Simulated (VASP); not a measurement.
ZnO: single point with PBE

ZnO:

```
Zn O
1.0
     5.60762    0.00000    0.00000
     0.00000    5.60762    0.00000
     0.00000    0.00000    3.27993
Zn O
4 4
Cartesian
  1.0193 1.0193 1.6400
  4.5883 4.5883 1.6400
  3.8231 1.7845 0.0000
  1.7845 3.8231 0.0000
  4.5892 1.0184 1.6400
  1.0184 4.5892 1.6400
  3.8222 3.8222 0.0000
  1.7854 1.7854 0.0000
```

| Property | Result |
| --- | --- |
| Program | VASP 6.6.1 |
| Task | single point |
| Functional | PBE |
| Potentials or basis | VASP PAW PBE potentials, release 64 (Zn, O) |
| Cutoff | 520 eV |
| k mesh | 6 × 6 × 8 |
| Occupations | gaussian, width 0.02 eV |
| Spin | no spin polarisation |
| Dipole correction | no |
| Further INCAR settings | ALGO = Normal; EDIFF = 1e-06; NBANDS = 46 |

```json
{
  "Pressure": "0.8 GPa",
  "Largest force": "0.011 eV/Å",
  "Band gap on the k mesh": "0.75 eV"
}
```

Forces on the atoms (eV/Å):
```
Zn  -0.008 -0.008  0.000
Zn   0.008  0.008  0.000
Zn  -0.008  0.008  0.000
Zn   0.008 -0.008  0.000
O    0.006 -0.006  0.000
O   -0.006  0.006  0.000
O   -0.006 -0.006  0.000
O    0.006  0.006  0.000
```

Stress tensor (GPa, compression positive):
```
0.74 0.00 0.00
0.00 0.74 0.00
0.00 0.00 0.99
```

Levels at points of the mesh, in eV from the valence-band top:
```csv
k point,band 32,band 33,band 34,band 35,band 36,band 37,band 38,band 39,band 40,band 41
"(0.00, 0.00, 0.00)",-0.81,-0.43,-0.18,-0.18,0.00,0.75,5.12,5.12,6.91,7.24
"(0.50, 0.00, 0.00)",-1.48,-0.49,-0.49,-0.40,-0.40,3.12,3.12,6.01,6.01,8.02
"(0.50, 0.50, 0.00)",-1.05,-0.81,-0.81,-0.75,-0.75,4.17,4.17,4.60,4.60,8.36
"(0.00, 0.00, 0.50)",-1.72,-1.69,-1.69,-1.27,-1.27,5.72,5.72,7.91,7.91,8.00
"(0.50, 0.00, 0.50)",-1.79,-1.48,-1.48,-1.01,-1.01,5.80,5.80,6.74,6.74,7.65
"(0.50, 0.50, 0.50)",-1.35,-1.31,-1.31,-1.26,-1.26,5.54,5.54,5.82,5.82,7.71
```

It took 2.8 min on 1 thread of Intel(R) Xeon(R) Platinum 8488C (Sapphire Rapids) (shared host), peak memory 0.31 GiB.

Caveat: semilocal functionals underestimate gaps, and a narrow one can read as zero.
